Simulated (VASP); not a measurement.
# C (Fd-3m) in VASP: further runs

C is run at these levels: LDA; tasks: single point.

All numbers are computed with VASP 6.6.1; they aren't measurements. Logs are shortened: lines on timing, memory, paths and dates and some standing lists are left out, and cuts for length are marked.

### 1 The cell of the first run

The structure is cubic, space group Fd-3m (No. 227). Conventional cell: a = 3.531 Å, b = 3.531 Å, c = 3.531 Å, α = 90.00°, β = 90.00°, γ = 90.00°. C (site symmetry -43m) has 4 C at 1.53 Å within 2.0 Å.

### 2 Single point, LDA

File INCAR:

```
  PREC = Accurate
  ENCUT = 1300
  EDIFF = 1E-6
  ISMEAR = 0
  SIGMA = 0.02
  LREAL = F
  LASPH = T
  NELM = 120
  ALGO = Normal
  ISIF = 2
  LWAVE = F
  LCHARG = T
  LELF = T
  LVHAR = T
  NBANDS = 11
  GGA_COMPAT = F
```

File KPOINTS:

```
regular mesh
0
Gamma
  12 12 12
```

File POSCAR:

```
C
1.0
    0.0000000000      1.7657234642      1.7657234642
    1.7657234642      0.0000000000      1.7657234642
    1.7657234642      1.7657234642      0.0000000000
C
2
Direct
    0.0000000000      0.0000000000      0.0000000000
    0.2500000000      0.2500000000      0.2500000000
```

Potentials or basis: VASP PAW LDA potentials, release 64 (C_h).

Command:

```console
> cat potpaw_LDA.64/C_h/POTCAR > POTCAR
> mpirun -np 1 vasp_std > vasp.out
```

OUTCAR:

```text
PREC = Accurate
   ENCUT = 1300
   EDIFF = 1E-6
   ISMEAR = 0
   LREAL = F
   LASPH = T
   NELM = 120
   ISIF = 2

 ion  position               nearest neighbor table
   1  0.000  0.000  0.000-
   2  0.250  0.250  0.250-

  LATTYP: Found a face centered cubic cell.
 ALAT       =     3.5314469284

  Lattice vectors:

 A1 = (   0.0000000000,   1.7657234642,   1.7657234642)
 A2 = (   1.7657234642,   0.0000000000,   1.7657234642)
 A3 = (   1.7657234642,   1.7657234642,   0.0000000000)

Analysis of symmetry for initial positions (statically):
=====================================================================
 Subroutine PRICEL returns:
 Original cell was already a primitive cell.

 Routine SETGRP: Setting up the symmetry group for a
 face centered cubic supercell.

 Subroutine GETGRP returns: Found 48 space group operations
 (whereof 24 operations were pure point group operations)
 out of a pool of 48 trial point group operations.

The static configuration has the point symmetry T_d .
 The point group associated with its full space group is O_h .

Analysis of symmetry for dynamics (positions and initial velocities):
=====================================================================
 Subroutine PRICEL returns:
 Original cell was already a primitive cell.

 Routine SETGRP: Setting up the symmetry group for a
 face centered cubic supercell.

 Subroutine GETGRP returns: Found 48 space group operations
 (whereof 24 operations were pure point group operations)
 out of a pool of 48 trial point group operations.

The dynamic configuration has the point symmetry T_d .
 The point group associated with its full space group is O_h .

 Subroutine INISYM returns: Found 48 space group operations
 (whereof 24 operations are pure point group operations),
 and found     1 'primitive' translations

----------------------------------------------------------------------------------------

                                     Primitive cell

  volume of cell :      11.0103

  direct lattice vectors                    reciprocal lattice vectors
     0.000000000  1.765723464  1.765723464    -0.283170049  0.283170049  0.283170049
     1.765723464  0.000000000  1.765723464     0.283170049 -0.283170049  0.283170049
     1.765723464  1.765723464  0.000000000     0.283170049  0.283170049 -0.283170049

  length of vectors
     2.497110070  2.497110070  2.497110070     0.490464912  0.490464912  0.490464912

  position of ions in fractional coordinates (direct lattice)
[... 88 lines left out ...]
   TEBEG  =    0.0;   TEEND  =   0.0 temperature during run
   PSTRESS=    0.0 pullay stress
   NELECT =       8.0000    total number of electrons
   NUPDOWN=      -1.0000    fix difference up-down
   EMIN   =  10.00;   EMAX   =-10.00  energy-range for DOS
   EFERMI =   0.00;   METHOD = LEGACY
   ISMEAR =     0;   SIGMA  =   0.02  broadening in eV -4-tet -1-fermi 0-gaus
   EFERMI_NEDOS =   21; number of points for ismear=-14 and -15
   IALGO  =     38    algorithm
   IMIX   =      4    mixing-type and parameters
     AMIX     =   0.40;   BMIX     =  1.00
     AMIX_MAG =   1.60;   BMIX_MAG =  1.00
  volume/ion in A,a.u.               =       5.51        37.15
  Fermi-wavevector in a.u.,A,eV,Ry     =   1.471766  2.781235 29.471519  2.166096
  Thomas-Fermi vector in A             =   2.586862
   LORBIT       =      0    0 simple, 1 ext, 2 COOP (PROOUT), +10 PAW based schemes
   GGA     = CA    functional components
   LHFCALC =     F    Hartree Fock is set to
   AEXX    =    0.0000 exact exchange contribution
   IVDW    =     0    specifies the selected vdW correction
   LEPSILON=     F    determine dielectric tensor
   LRPA    =     F    only Hartree local field effects (RPA)
 non-spin polarized calculation
 Gauss-broadening in eV      SIGMA  =   0.02
  energy-cutoff  :     1300.00
  volume of cell :       11.01
 maximum number of plane-waves:      1211
 NGX is ok and might be reduce to    30
   NGX = 15   NGY = 15   NGZ = 15

 number of electron       8.0000000 magnetization

 Free energy of the ion-electron system (eV)
  ---------------------------------------------------
  ext. energy  EPLUGINS =         0.00000000
  ---------------------------------------------------
  free energy    TOTEN  =       -20.26744846 eV

  energy without entropy =      -20.26744846  energy(sigma->0) =      -20.26744846

 E-fermi :  11.5950     XC(G=0): -13.7985

 val. band max:       11.3416236893   @ k =   0.0000   0.0000   0.0000
 cond. band min:      15.5412711962   @ k =   0.3333   0.3333   0.0000
 fundamental gap:      4.1996475069
 Fermi energy:        11.5949937270

 k-point     1 :       0.0000    0.0000    0.0000
  band No.  band energies     occupation
      1     -10.3797      2.00000
      2      11.3416      2.00000
      3      11.3416      2.00000
      4      11.3416      2.00000
      5      16.9689      0.00000
      6      16.9689      0.00000
      7      16.9689      0.00000
      8      25.5779      0.00000
      9      30.7432      0.00000
     10      38.2970      0.00000
     11      38.2970      0.00000
[... 309 lines left out ...]
 k-point    24 :      -0.4167    0.1667    0.0000
  band No.  band energies     occupation
      1      -3.9837      2.00000
      2      -1.4471      2.00000
      3       5.7842      2.00000
      4       7.6591      2.00000
      5      18.9404      0.00000
      6      21.6815      0.00000
      7      22.9898      0.00000
      8      26.9407      0.00000
      9      30.8458      0.00000
     10      35.7338      0.00000
     11      36.1577      0.00000

 [... further k-points ...]

------------------------ aborting loop because EDIFF is reached ----------------------------------------

  FORCE on cell =-STRESS in cart. coord.  units (eV):
  Direction    XX          YY          ZZ          XY          YZ          ZX
  --------------------------------------------------------------------------------------
  -------------------------------------------------------------------------------------
  Total        0.0710046      0.0710046      0.0710046     -0.0000000      0.0000000      0.0000000
  in kB       10.3323423     10.3323423     10.3323423     -0.0000000      0.0000000      0.0000000
  external PRESSURE =      10.3323423 kB  Pullay stress =       0.0000000 kB

 VOLUME and BASIS-vectors are now :
 -----------------------------------------------------------------------------
  energy-cutoff  :     1300.00
  volume of cell :       11.01
      direct lattice vectors                 reciprocal lattice vectors
     0.000000000  1.765723464  1.765723464    -0.283170049  0.283170049  0.283170049
     1.765723464  0.000000000  1.765723464     0.283170049 -0.283170049  0.283170049
     1.765723464  1.765723464  0.000000000     0.283170049  0.283170049 -0.283170049

 POSITION                                       TOTAL-FORCE (eV/Angst)
 -----------------------------------------------------------------------------------
      0.00000      0.00000      0.00000         0.000000     -0.000000      0.000000
      0.88286      0.88286      0.88286        -0.000000      0.000000     -0.000000
 -----------------------------------------------------------------------------------
    total drift:                                0.000000     -0.000000     -0.000000

  FREE ENERGIE OF THE ION-ELECTRON SYSTEM (eV)
  ---------------------------------------------------
  free  energy   TOTEN  =       -20.2674484588 eV

  energy  without entropy=      -20.2674484588  energy(sigma->0) =      -20.26744846
```

OSZICAR:

```text
N       E                     dE             d eps       ncg     rms          rms(c)
DAV:   1     0.179328618940E+02    0.17933E+02   -0.83262E+03  1584   0.148E+03
DAV:   2    -0.198145171102E+02   -0.37747E+02   -0.35409E+02  2227   0.199E+02
DAV:   3    -0.210948099632E+02   -0.12803E+01   -0.12767E+01  1915   0.304E+01
DAV:   4    -0.210985971972E+02   -0.37872E-02   -0.37869E-02  1725   0.181E+00
DAV:   5    -0.210986018687E+02   -0.46715E-05   -0.46714E-05  1842   0.674E-02    0.509E+00
DAV:   6    -0.204847946168E+02    0.61381E+00   -0.32453E-01  1670   0.402E+00    0.272E+00
DAV:   7    -0.202675376724E+02    0.21726E+00   -0.39007E-01  1771   0.436E+00    0.359E-01
DAV:   8    -0.202674614777E+02    0.76195E-04   -0.91399E-03  1709   0.913E-01    0.297E-02
DAV:   9    -0.202674472671E+02    0.14211E-04   -0.42169E-05  1793   0.554E-02    0.145E-02
DAV:  10    -0.202674485467E+02   -0.12796E-05   -0.34939E-06  1818   0.173E-02    0.308E-03
DAV:  11    -0.202674484588E+02    0.87966E-07   -0.18022E-07   902   0.419E-03
   1 F= -.20267448E+02 E0= -.20267448E+02  d E =-.390560E-74
```

stdout:

```text
POSCAR found type information on POSCAR C
 POSCAR found :  1 types and       2 ions
 scaLAPACK will be used
 LDA part: xc-table for (Slater(with rela. corr.)+CA(PZ))
 , standard interpolation
 POSCAR, INCAR and KPOINTS ok, starting setup
 FFT: planning ... GRIDC
 FFT: planning ... GRID_SOFT
 FFT: planning ... GRID
 WAVECAR not read
 entering main loop
```

It took 24 s on 1 thread of Intel Xeon Platinum 8175M at 2.50GHz (Skylake/Cascade Lake), shared host; peak memory 0.15 GiB.

What came out:

| Item | Value |
| --- | --- |
| Free energy | -20.2674 eV |
| Pressure | 1.0 GPa |
| Band gap on the k mesh | 4.20 eV (least direct gap 5.63 eV) |

Levels at points of the mesh, in eV from the valence-band top:
| k point | band 1 | band 2 | band 3 | band 4 | band 5 | band 6 | band 7 | band 8 |
| --- | --- | --- | --- | --- | --- | --- | --- | --- |
| (0.00, 0.00, 0.00) | -21.72 | 0.00 | 0.00 | 0.00 | 5.63 | 5.63 | 5.63 | 14.24 |
| (0.50, 0.00, 0.00) | -15.71 | -13.70 | -2.87 | -2.87 | 8.51 | 8.51 | 9.42 | 15.68 |
| (0.50, 0.50, 0.00) | -12.82 | -12.82 | -6.47 | -6.47 | 4.78 | 4.78 | 17.08 | 17.08 |

A k mesh can miss the band edges.

### 3 Single point, LDA

File INCAR:

```
ALGO     = Normal         # electronic algorithm
EDIFF    = 1E-6           # SCF threshold, eV
ENCUT    = 1300           # plane-wave cutoff, eV
GGA      = CA             # functional
GGA_COMPAT= F            
ISIF     = 2              # what is computed and relaxed
ISMEAR   = 0              # smearing method
LASPH    = T              # aspherical terms in the spheres
LCHARG   = F              # write CHGCAR
LREAL    = F              # projectors in reciprocal space
LWAVE    = F              # write WAVECAR
NBANDS   = 11             # bands
NELM     = 120            # most SCF steps
PREC     = Accurate       # precision mode
SIGMA    = 0.02           # smearing width, eV
```

File KPOINTS:

```
k-points
0
Gamma
  12 12 12
```

POSCAR is that of step 2.

Potentials or basis: VASP PAW LDA potentials, release 64 (C_h).

Command:

```console
> cat potpaw_LDA.64/C_h/POTCAR > POTCAR
> mpirun -np 1 vasp_std > vasp.out
```

It took 17 s on 1 thread of Intel Xeon Platinum 8375C at 2.90GHz (Ice Lake), shared host; peak memory 0.15 GiB.

Results (log left out):

```
Free energy            : -20.2674 eV
Pressure               : 1.0 GPa
Band gap on the k mesh : 4.20 eV (least direct gap 5.63 eV)
```

Levels at points of the mesh, in eV from the valence-band top:
| k point | band 2 | band 3 | band 4 | band 5 | band 6 | band 7 |
| --- | --- | --- | --- | --- | --- | --- |
| (0.00, 0.00, 0.00) | 0.00 | 0.00 | 0.00 | 5.63 | 5.63 | 5.63 |
| (0.50, 0.00, 0.00) | -13.70 | -2.87 | -2.87 | 8.51 | 8.51 | 9.42 |
| (0.50, 0.50, 0.00) | -12.82 | -6.47 | -6.47 | 4.78 | 4.78 | 17.08 |

A k mesh can miss the band edges.
